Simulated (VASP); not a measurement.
# MgH2 (P4_2/mnm) in VASP: further runs, part 2 of 2

VASP 6.6.1. The steps go on from the part before.

### Step 3. Single point, PBEsol

This run uses another cell than the first one, of 10.05 Å³/atom.

Contents of INCAR:

```
PREC = Accurate
ENCUT = 600
EDIFF = 1E-6
ISMEAR = 0
SIGMA = 0.02
LREAL = F
LASPH = T
NELM = 120
ALGO = Normal
ISIF = 2
LWAVE = F
LCHARG = T
GGA = PS
LELF = T
LVHAR = T
NBANDS = 13
GGA_COMPAT = F
```

Contents of KPOINTS:

```
regular mesh
0
Gamma
  6 6 8
```

Contents of POSCAR:

```
MgH2
1.0
    4.4769605355      0.0000000000      0.0000000000
    0.0000000000      4.4769605355      0.0000000000
    0.0000000000      0.0000000000      3.0075195070
Mg H
2 4
Direct
    0.0000000000      0.0000000000      0.0000000000
    0.5000000000      0.5000000000      0.5000000000
    0.3045406518      0.3045406518      0.0000000000
    0.1954593482      0.8045406518      0.5000000000
    0.6954593482      0.6954593482      0.0000000000
    0.8045406518      0.1954593482      0.5000000000
```

Potentials or basis: VASP PAW PBE potentials, release 64 (Mg, H).

The run is started by

```
cat potpaw_PBE.64/Mg/POTCAR potpaw_PBE.64/H/POTCAR > POTCAR
mpirun -np 1 vasp_std > vasp.out
```

It took 30 s on 1 thread of Intel Xeon Platinum 8259CL at 2.50GHz (Skylake/Cascade Lake), shared host; peak memory 0.2 GiB.

Results (log left out):

| Property | Result |
| --- | --- |
| Free energy | -17.7413 eV |
| Pressure | -0.1 GPa |
| Band gap on the k mesh | 3.58 eV (least direct gap 4.40 eV) |

Levels at points of the mesh, in eV from the valence-band top:
| k point | band 1 | band 2 | band 3 | band 4 | band 5 | band 6 | band 7 | band 8 | band 9 |
| --- | --- | --- | --- | --- | --- | --- | --- | --- | --- |
| (0.00, 0.00, 0.00) | -6.66 | -1.51 | -1.51 | -0.46 | 4.41 | 4.97 | 9.07 | 9.07 | 10.81 |
| (0.50, 0.00, 0.00) | -5.01 | -5.01 | -0.53 | -0.53 | 5.14 | 5.14 | 9.97 | 9.97 | 11.68 |
| (0.50, 0.50, 0.00) | -3.88 | -3.88 | -2.89 | -2.89 | 9.02 | 9.02 | 9.13 | 9.13 | 13.15 |
| (0.00, 0.00, 0.50) | -3.19 | -3.19 | -0.09 | -0.09 | 6.23 | 6.23 | 6.58 | 6.58 | 8.55 |
| (0.50, 0.00, 0.50) | -2.40 | -2.40 | -1.17 | -1.17 | 5.01 | 5.01 | 6.65 | 6.65 | 8.52 |
| (0.50, 0.50, 0.50) | -1.97 | -1.97 | -1.03 | -1.03 | 3.67 | 3.67 | 3.87 | 3.87 | 12.98 |

Caveat: the PAW data sets were made with another functional, which shifts forces and pressure a little. A k mesh can miss the band edges.

### Step 4. Single point, r2SCAN

This run uses another cell than the first one, of 10.05 Å³/atom.

POSCAR is that of step 3.

Contents of INCAR.step1:

```
SYSTEM = MgH2
  ALGO = Normal
  EDIFF = 1E-5
  ENCUT = 660
  GGA = PE
  GGA_COMPAT = .False.
  ISMEAR = 0
  LASPH = .True.
  LCHARG = .False.
  LREAL = .False.
  LWAVE = .True.
  NBANDS = 13
  NELM = 120
  PREC = Accurate
  SIGMA = 0.02
```

Contents of INCAR.step2:

```
SYSTEM = MgH2
  ALGO = Normal
  EDIFF = 1E-6
  ENCUT = 660
  GGA_COMPAT = .False.
  ISIF = 2
  ISMEAR = 0
  ISTART = 1
  LASPH = .True.
  LCHARG = .True.
  LELF = .True.
  LMIXTAU = .True.
  LREAL = .False.
  LVHAR = .True.
  LWAVE = .False.
  METAGGA = R2SCAN
  NBANDS = 13
  NELM = 120
  PREC = Accurate
  SIGMA = 0.02
```

Contents of KPOINTS:

```
k-points
0
Gamma
  6 6 8
  0 0 0
```

Potentials or basis: VASP PAW PBE potentials, release 64 (Mg, H).

The run is started by

```
cat potpaw_PBE.64/Mg/POTCAR potpaw_PBE.64/H/POTCAR > POTCAR
cp INCAR.step1 INCAR
mpirun -np 1 vasp_std > vasp.out
cp INCAR.step2 INCAR
mpirun -np 1 vasp_std > vasp.out
```

OUTCAR:

```text
SYSTEM = MgH2
   EDIFF = 1E-6
   ENCUT = 660
   ISIF = 2
   ISMEAR = 0
   ISTART = 1
   LASPH = .True.
   LREAL = .False.
   METAGGA = R2SCAN
   NELM = 120
   PREC = Accurate

 ion  position               nearest neighbor table
   1  0.000  0.000  0.000-   3 1.93   5 1.93   4 1.95   6 1.95   4 1.95   6 1.95   2 3.50   2 3.50
                             2 3.50   2 3.50   2 3.50   2 3.50   2 3.50   2 3.50
   2  0.500  0.500  0.500-   4 1.93   6 1.93   5 1.95   3 1.95   3 1.95   5 1.95   1 3.50   1 3.50
                             1 3.50   1 3.50   1 3.50   1 3.50   1 3.50   1 3.50
   3  0.305  0.305  0.000-   1 1.93   2 1.95   2 1.95
[... 597 lines left out ...]
  -------------------------------------------------------------------------------------
  Total       -0.0674817     -0.0674817     -0.3079145     -0.0000000      0.0000000      0.0000000
  in kB       -1.7935846     -1.7935846     -8.1840009     -0.0000000      0.0000000      0.0000000
  external PRESSURE =      -3.9237233 kB  Pullay stress =       0.0000000 kB

 VOLUME and BASIS-vectors are now :
 -----------------------------------------------------------------------------
  energy-cutoff  :      660.00
  volume of cell :       60.28
      direct lattice vectors                 reciprocal lattice vectors
     4.476960535  0.000000000  0.000000000     0.223365829  0.000000000  0.000000000
     0.000000000  4.476960535  0.000000000     0.000000000  0.223365829  0.000000000
     0.000000000  0.000000000  3.007519507     0.000000000  0.000000000  0.332499922

 POSITION                                       TOTAL-FORCE (eV/Angst)
 -----------------------------------------------------------------------------------
      0.00000      0.00000      0.00000         0.000000      0.000000      0.000000
      2.23848      2.23848      1.50376         0.000000      0.000000      0.000000
      1.36342      1.36342      0.00000         0.008018      0.008018     -0.000000
      0.87506      3.60190      1.50376        -0.008018      0.008018      0.000000
      3.11354      3.11354      0.00000        -0.008018     -0.008018      0.000000
      3.60190      0.87506      1.50376         0.008018     -0.008018      0.000000
 -----------------------------------------------------------------------------------
    total drift:                               -0.000000     -0.000000     -0.000000

  FREE ENERGIE OF THE ION-ELECTRON SYSTEM (eV)
  ---------------------------------------------------
  free  energy   TOTEN  =       -23.7304799571 eV

  energy  without entropy=      -23.7304799571  energy(sigma->0) =      -23.73047996
```

OUTCAR.step1:

```text
SYSTEM = MgH2
   EDIFF = 1E-5
   ENCUT = 660
   GGA = PE
   ISMEAR = 0
   LASPH = .True.
   LREAL = .False.
   NELM = 120
[... 624 lines left out ...]
      0.87506      3.60190      1.50376         0.003888     -0.003888     -0.000000
      3.11354      3.11354      0.00000         0.003888      0.003888      0.000000
      3.60190      0.87506      1.50376        -0.003888      0.003888      0.000000
 -----------------------------------------------------------------------------------
    total drift:                                0.000000     -0.000000     -0.000000

  FREE ENERGIE OF THE ION-ELECTRON SYSTEM (eV)
  ---------------------------------------------------
  free  energy   TOTEN  =       -17.6526347280 eV

  energy  without entropy=      -17.6526347280  energy(sigma->0) =      -17.65263473
```

Run time: 2.7 min. Hardware: 1 thread of Intel Xeon Platinum 8259CL at 2.50GHz (Skylake/Cascade Lake), shared host; peak memory 0.24 GiB.

What came out:

| Item | Value |
| --- | --- |
| Free energy | -23.7305 eV |
| Pressure | -0.4 GPa |
| Largest force | 0.011 eV/Å |
| Band gap on the k mesh | 4.42 eV (least direct gap 5.24 eV) |

Forces in eV/Å, atoms in the order of the input:
```
Mg   0.000  0.000  0.000
Mg   0.000  0.000  0.000
H    0.008  0.008  0.000
H   -0.008  0.008  0.000
H   -0.008 -0.008  0.000
H    0.008 -0.008  0.000
```

Caveat: the PAW data sets were made with another functional, which shifts forces and pressure a little. A k mesh can miss the band edges.

### Step 5. Overview

| level | cell | k mesh | cutoff (eV) | smearing | gap on the mesh (eV) | pressure (GPa) | largest force (eV/Å) |
| --- | --- | --- | --- | --- | --- | --- | --- |
| PBEsol | a = 4.517, b = 4.517, c = 3.021 Å, 6 atoms | 4 × 4 × 6 | 600 | gaussian 0.1 eV | 3.70 | -1.2 | 0.06 |
| PBEsol | a = 4.477, b = 4.477, c = 3.008 Å, 6 atoms | 6 × 6 × 8 | 600 | gaussian 0.02 eV | 3.58 | -0.1 | - |
| r2SCAN | a = 4.477, b = 4.477, c = 3.008 Å, 6 atoms | 6 × 6 × 8 | 660 | gaussian 0.02 eV | 4.42 | -0.4 | 0.01 |

Alike in all rows: task single point; potentials or basis VASP PAW PBE potentials, release 64 (Mg, H); no spin polarisation.

Caveats: the PAW data sets were made with another functional, which shifts forces and pressure a little.

Total energies depend on the potentials used, so only differences within one code and one set of settings carry meaning.
